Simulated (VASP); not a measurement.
# Si2Ni (C2/m) in VASP: single point with PBE

Aim: the single point of Si2Ni with PBE.

Everything below comes from runs of VASP 6.6.1. Logs are shortened: lines on timing, memory, paths and dates and some standing lists are left out, and cuts for length are marked.

## 1. The cell of the first run

The structure is monoclinic, space group C2/m (No. 12). The conventional cell has a = 6.671 Å, b = 3.851 Å, c = 6.671 Å, α = 90.00°, β = 109.47°, γ = 90.00°. Within 3.1 Å of Si (site symmetry m) lie 4 Ni at 2.33 to 2.37 Å and 6 Si at 2.67 to 2.83 Å. Si (site symmetry m) has 4 Ni at 2.35 to 2.38 Å and 6 Si at 2.62 to 2.78 Å within 3.1 Å. Within 3.1 Å of Ni (site symmetry m) lie 8 Si at 2.33 to 2.38 Å.

## 2. Single point, PBE (atoms displaced along a vibrational mode)

The input, INCAR:

```
PREC = Accurate
ENCUT = 520
EDIFF = 1E-6
ISMEAR = 0
SIGMA = 0.15
LREAL = False
LASPH = True
NELM = 80
ALGO = Normal
ISIF = 2
LWAVE = False
LCHARG = True
GGA = PE
LVHAR = True
ISYM = 0
NBANDS = 27
KPAR = 4
```

The input, KPOINTS:

```
Automatic mesh
0
Gamma
  12 12 14
```

The input, POSCAR:

```
Si2Ni
1.0
    0.0000000000     -2.7234129054     -2.7234129054
   -2.7234129054      0.0000000000     -2.7234129054
    2.7234129054      2.7234129054     -5.4468258107
Si Ni
4 2
Direct
    0.1154174805      0.1441635861      0.6250014529
    0.6345825195      0.6058364139      0.1249985471
    0.3845825195      0.3558364139      0.8749985471
    0.8654174805      0.8941635861      0.3750014529
    0.4865087326      0.5269825947      0.4999999401
    1.0134912674     -0.0269825947      0.0000000599
```

Potentials or basis: VASP PAW PBE potentials, release 64 (Si, Ni).

On the command line:

```console
$ cat potpaw_PBE.64/Si/POTCAR potpaw_PBE.64/Ni/POTCAR > POTCAR
$ mpirun -np 4 vasp_std > vasp.out
```

OUTCAR:

```text
PREC = Accurate
   ENCUT = 520
   EDIFF = 1E-6
   ISMEAR = 0
   LREAL = False
   LASPH = True
   NELM = 80
   ISIF = 2
   GGA = PE
   ISYM = 0

 ion  position               nearest neighbor table
   1  0.115  0.144  0.625-   5 2.33   6 2.36   5 2.37   5 2.37   3 2.67   3 2.67   4 2.72   4 2.72
                             4 2.72   3 2.83
   2  0.635  0.606  0.125-   6 2.35   6 2.35   5 2.36   6 2.38   4 2.62   3 2.72   3 2.72   3 2.72
                             4 2.78   4 2.78
   3  0.385  0.356  0.875-   6 2.33   5 2.36   6 2.37   6 2.37   1 2.67   1 2.67   2 2.72   2 2.72
                             2 2.72   1 2.83
   4  0.865  0.894  0.375-   5 2.35   5 2.35   6 2.36   5 2.38   2 2.62   1 2.72   1 2.72   1 2.72
                             2 2.78   2 2.78
   5  0.487  0.527  0.500-   1 2.33   4 2.35   4 2.35   3 2.36   2 2.36   1 2.37   1 2.37   4 2.38

   6  0.013  0.973  0.000-   3 2.33   2 2.35   2 2.35   1 2.36   4 2.36   3 2.37   3 2.37   2 2.38

IMPORTANT INFORMATION: All symmetrisations will be switched off!
NOSYMM: (Re-)initialisation of all symmetry stuff for point group C_1.

----------------------------------------------------------------------------------------

                                     Primitive cell

  volume of cell :      80.7980

  direct lattice vectors                    reciprocal lattice vectors
     0.000000000 -2.723412905 -2.723412905     0.091796583 -0.275389750 -0.091796583
    -2.723412905  0.000000000 -2.723412905    -0.275389750  0.091796583 -0.091796583
     2.723412905  2.723412905 -5.446825811     0.091796583  0.091796583 -0.091796583

  length of vectors
     3.851487467  3.851487467  6.670971977     0.304454824  0.304454824  0.158996346

  position of ions in fractional coordinates (direct lattice)
     0.115417480  0.144163586  0.625001453
     0.634582520  0.605836414  0.124998547
     0.384582520  0.355836414  0.874998547
     0.865417480  0.894163586  0.375001453
     0.486508733  0.526982595  0.499999940
     0.013491267  0.973017405  0.000000060

  ion indices of the primitive-cell ions
   primitive index   ion index
                 1           1
                 2           2
                 3           3
                 4           4
                 5           5
                 6           6

----------------------------------------------------------------------------------------

 KPOINTS: Automatic mesh

Automatic generation of k-mesh.
 Grid dimensions read from file:
 generate k-points for:   12   12   14

 Generating k-lattice:

  Cartesian coordinates                     Fractional coordinates (reciprocal lattice)
     0.007649715 -0.022949146 -0.007649715     0.083333333  0.000000000  0.000000000
    -0.022949146  0.007649715 -0.007649715     0.000000000  0.083333333  0.000000000
     0.006556899  0.006556899 -0.006556899     0.000000000  0.000000000  0.071428571

  Length of vectors
     0.025371235  0.025371235  0.011356882

  Shift w.r.t. Gamma in fractional coordinates (k-lattice)
     0.000000000  0.000000000  0.000000000

 -----------------------------------------------------------------------------
|                                                                             |
|           W    W    AA    RRRRR   N    N  II  N    N   GGGG   !!!           |
|           W    W   A  A   R    R  NN   N  II  NN   N  G    G  !!!           |
|           W    W  A    A  R    R  N N  N  II  N N  N  G       !!!           |
|           W WW W  AAAAAA  RRRRR   N  N N  II  N  N N  G  GGG   !            |
|           WW  WW  A    A  R   R   N   NN  II  N   NN  G    G                |
|           W    W  A    A  R    R  N    N  II  N    N   GGGG   !!!           |
|                                                                             |
|     Your reciprocal lattice and k-lattice belong to different lattice       |
|     classes:                                                                |
|                                                                             |
|        The reciprocal lattice is rhombohedral (trigonal),                   |
|        whereas your k-lattice is base-centered monoclinic.                  |
|                                                                             |
|     Results are often still useful ...                                      |
|                                                                             |
 -----------------------------------------------------------------------------

 WARNING: IBZKPT: internal override: KBLOWUP is changed to .FALSE.
      ... skipping the blow-up phase ...

 Subroutine IBZKPT returns following result:
 ===========================================

 Found   1012 irreducible k-points:

 Following reciprocal coordinates:
            Coordinates               Weight
  0.000000  0.000000  0.000000      1.000000
  0.083333  0.000000  0.000000      2.000000
  0.166667  0.000000  0.000000      2.000000
  0.250000  0.000000 -0.000000      2.000000
  0.333333  0.000000  0.000000      2.000000
  0.416667  0.000000  0.000000      2.000000
[... 16 lines left out ...]
  0.250000  0.166667 -0.000000      2.000000
  0.333333  0.166667  0.000000      2.000000
 [... further k-points ...]
   k-points           NKPTS =   1012   k-points in BZ     NKDIM =   1012   number of bands    NBANDS=     27
   number of dos      NEDOS =    301   number of ions     NIONS =      6
   total plane-waves  NPLWV =  45000
   dimension x,y,z NGX =    30 NGY =   30 NGZ =   50
   dimension x,y,z NGXF=    60 NGYF=   60 NGZF=  100
   ions per type =               4   2
   NGX,Y,Z   is equivalent  to a cutoff of  12.95, 12.95, 12.46 a.u.
   NGXF,Y,Z  is equivalent  to a cutoff of  25.90, 25.90, 24.92 a.u.
 SYSTEM =  unknown system
   PREC   = accura    normal or accurate (medium, high low for compatibility)
   ISTART =      0    job   : 0-new  1-cont  2-samecut
   ICHARG =      2    charge: 1-file 2-atom 10-const
   ISPIN  =      1    spin polarized calculation?
   LNONCOLLINEAR =      F non collinear calculations
   LSORBIT =      F    spin-orbit coupling
   LASPH  =      T    aspherical Exc in radial PAW
   ENCUT  =  520.0 eV  38.22 Ry    6.18 a.u.   7.16  7.16 12.40*2*pi/ulx,y,z
   NELM   =     80;   NELMIN=  2; NELMDL= -5     # of ELM steps
   EDIFF  = 0.1E-05   stopping-criterion for ELM
   LREAL  =      F    real-space projection
   EDIFFG = 0.1E-04   stopping-criterion for IOM
   NSW    =      0    number of steps for IOM
   IBRION =     -1    ionic relax: 0-MD 1-quasi-New 2-CG
   NFREE  =      0    steps in history (QN), initial steepest desc. (CG)
   ISIF   =      2    stress and relaxation
   ISYM   =      0    0-nonsym 1-usesym 2-fastsym
   POTIM  = 0.5000    time-step for ionic-motion
   TEBEG  =    0.0;   TEEND  =   0.0 temperature during run
   PSTRESS=    0.0 pullay stress
   NELECT =      36.0000    total number of electrons
   NUPDOWN=      -1.0000    fix difference up-down
   EMIN   =  10.00;   EMAX   =-10.00  energy-range for DOS
   EFERMI =   0.00;   METHOD = LEGACY
   ISMEAR =     0;   SIGMA  =   0.15  broadening in eV -4-tet -1-fermi 0-gaus
   EFERMI_NEDOS =   21; number of points for ismear=-14 and -15
   IALGO  =     38    algorithm
   IMIX   =      4    mixing-type and parameters
     AMIX     =   0.40;   BMIX     =  1.00
     AMIX_MAG =   1.60;   BMIX_MAG =  1.00
  volume/ion in A,a.u.               =      13.47        90.88
  Fermi-wavevector in a.u.,A,eV,Ry     =   1.250380  2.362876 21.272046  1.563451
  Thomas-Fermi vector in A             =   2.384377
   LORBIT       =      0    0 simple, 1 ext, 2 COOP (PROOUT), +10 PAW based schemes
   GGA     = PE    functional components
   LHFCALC =     F    Hartree Fock is set to
   AEXX    =    0.0000 exact exchange contribution
   IVDW    =     0    specifies the selected vdW correction
   LEPSILON=     F    determine dielectric tensor
   LRPA    =     F    only Hartree local field effects (RPA)
 non-spin polarized calculation
 Gauss-broadening in eV      SIGMA  =   0.15
  energy-cutoff  :      520.00
  volume of cell :       80.80
 maximum number of plane-waves:      2203
 NGX is ok and might be reduce to    30
   NGX = 15   NGY = 15   NGZ = 25

 number of electron      35.9999995 magnetization

 Free energy of the ion-electron system (eV)
  ---------------------------------------------------
  ext. energy  EPLUGINS =         0.00000000
  ---------------------------------------------------
  free energy    TOTEN  =       -34.72148052 eV

  energy without entropy =      -34.69995836  energy(sigma->0) =      -34.71071944

 E-fermi :  10.0916     XC(G=0): -11.4845

 val. band max:       10.0905925433   @ k =  -0.3333  -0.4167   0.4286
 cond. band min:      10.0932874288   @ k =  -0.3333  -0.0833   0.4286
 fundamental gap:      0.0026948856
 Fermi energy:        10.0915988904

 k-point     1 :       0.0000    0.0000    0.0000
  band No.  band energies     occupation
      1      -3.5212      2.00000
      2      -0.3345      2.00000
      3       0.2387      2.00000
      4       5.0669      2.00000
      5       5.0731      2.00000
      6       5.0876      2.00000
[... 19 lines left out ...]
     26      12.9710      0.00000
     27      14.8103      0.00000

 k-point     2 :       0.0833    0.0000    0.0000
  band No.  band energies     occupation
      1      -3.4284      2.00000
      2      -0.2979      2.00000
      3       0.3560      2.00000
      4       4.8913      2.00000
      5       5.0856      2.00000
      6       5.1090      2.00000
[... 19 lines left out ...]
     26      13.6605      0.00000
     27      14.0903      0.00000

 k-point     3 :       0.1667    0.0000    0.0000
  band No.  band energies     occupation
      1      -3.1514      2.00000
      2      -0.1641      2.00000
      3       0.6681      2.00000
      4       4.4223      2.00000
      5       4.8231      2.00000
      6       5.1338      2.00000
[... 594 lines left out ...]
      1      -2.8270      2.00000
      2      -0.3725      2.00000
      3       1.3506      2.00000
      4       3.7992      2.00000
      5       4.6961      2.00000
      6       5.0902      2.00000
[... 19 lines left out ...]
     26      14.9699      0.00000
     27      15.3106      0.00000

 k-point    24 :       0.3333    0.1667    0.0000
  band No.  band energies     occupation
      1      -2.3578      2.00000
      2      -0.1274      2.00000
      3       1.6806      2.00000
      4       3.3054      2.00000
      5       4.1864      2.00000
      6       4.5118      2.00000
[... 19 lines left out ...]
     26      15.4173      0.00000
     27      16.2737      0.00000

 [... further k-points ...]

------------------------ aborting loop because EDIFF is reached ----------------------------------------

  FORCE on cell =-STRESS in cart. coord.  units (eV):
  Direction    XX          YY          ZZ          XY          YZ          ZX
  --------------------------------------------------------------------------------------
  -------------------------------------------------------------------------------------
  Total       -0.0548359     -0.0490934     -0.0571690     -0.0580421     -0.0200278      0.0563597
  in kB       -1.0873652     -0.9734945     -1.1336284     -1.1509417     -0.3971390      1.1175798
  external PRESSURE =      -1.0648294 kB  Pullay stress =       0.0000000 kB

 VOLUME and BASIS-vectors are now :
 -----------------------------------------------------------------------------
  energy-cutoff  :      520.00
  volume of cell :       80.80
      direct lattice vectors                 reciprocal lattice vectors
     0.000000000 -2.723412905 -2.723412905     0.091796583 -0.275389750 -0.091796583
    -2.723412905  0.000000000 -2.723412905    -0.275389750  0.091796583 -0.091796583
     2.723412905  2.723412905 -5.446825811     0.091796583  0.091796583 -0.091796583

 POSITION                                       TOTAL-FORCE (eV/Angst)
 -----------------------------------------------------------------------------------
      1.30952      1.38781     -4.11122         0.029160     -0.024158      0.023001
     -1.30952     -1.38781     -4.05902        -0.074320      0.024097     -0.025134
      1.41389      1.33561     -6.78243        -0.029180      0.024129     -0.022971
     -1.41389     -1.33561     -6.83463         0.074352     -0.024074      0.025110
     -0.07348      0.03674     -5.48357         0.145982     -0.072179      0.071811
     -2.64993     -0.03674     -2.68667        -0.145994      0.072186     -0.071817
 -----------------------------------------------------------------------------------
    total drift:                               -0.000017      0.000008     -0.000009

  FREE ENERGIE OF THE ION-ELECTRON SYSTEM (eV)
  ---------------------------------------------------
  free  energy   TOTEN  =       -34.7214805210 eV

  energy  without entropy=      -34.6999583627  energy(sigma->0) =      -34.71071944
```

Run time: 7.1 min. Hardware: 4 MPI ranks of Intel Xeon Platinum 8488C (Sapphire Rapids), shared host; peak memory 1.6 GiB.

Results:

```yaml
Free_energy: -34.7215 eV
Pressure: -0.1 GPa
Largest_force: 0.178 eV/Å
Band_gap_on_the_k_mesh: zero (bands 18 and 19 overlap by 2.13 eV)
```

Forces in eV/Å, atoms in the order of the input:
```
Si   0.029 -0.024  0.023
Si  -0.074  0.024 -0.025
Si  -0.029  0.024 -0.023
Si   0.074 -0.024  0.025
Ni   0.146 -0.072  0.072
Ni  -0.146  0.072 -0.072
```

Caveat: the cell differs from its parent crystal (atoms displaced along a vibrational mode).
